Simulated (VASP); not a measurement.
A run of VASP 6.6.1:

POSCAR

```
La
1.0
    0.0000000000      2.5989043849      2.5989043849
    2.5989043849      0.0000000000      2.5989043849
    2.5989043849      2.5989043849      0.0000000000
La
1
Direct
    0.0000000000      0.0000000000      0.0000000000
```

Contents of INCAR.step1:

```
PREC = Accurate ; ENCUT = 520
ISMEAR = -1 ; SIGMA = 0.1
LREAL = F ; LASPH = T
NELM = 100 ; NBANDS = 12
GGA = PE ; ALGO = Normal
EDIFF = 1E-4 ; LWAVE = T
LCHARG = F
```

INCAR.step2

```
PREC = Accurate ; ENCUT = 520
EDIFF = 1E-7 ; ISMEAR = -1
SIGMA = 0.1 ; LREAL = F
LASPH = T ; NELM = 100
ALGO = Normal ; ISIF = 2
LWAVE = F ; LCHARG = T
METAGGA = R2SCAN ; LMIXTAU = T
LELF = T ; LVHAR = T
NBANDS = 12 ; ISTART = 1
```

The input KPOINTS:

```
Automatic mesh
0
Gamma
  11 11 11
```

Potentials or basis: VASP PAW PBE potentials, release 64 (La).

Command:

```console
$ cat potpaw_PBE.64/La/POTCAR > POTCAR
$ cp INCAR.step1 INCAR
$ mpirun -np 1 vasp_std > vasp.out
$ cp INCAR.step2 INCAR
$ mpirun -np 1 vasp_std > vasp.out
```

Hardware: 1 thread of Intel(R) Xeon(R) Platinum 8488C (Sapphire Rapids), with other jobs on the host.

How long does it take, and how much memory?

Run time: 120 s on 1 thread of Intel(R) Xeon(R) Platinum 8488C (Sapphire Rapids) (shared host), peak memory 0.19 GiB. Counts: k points 56.
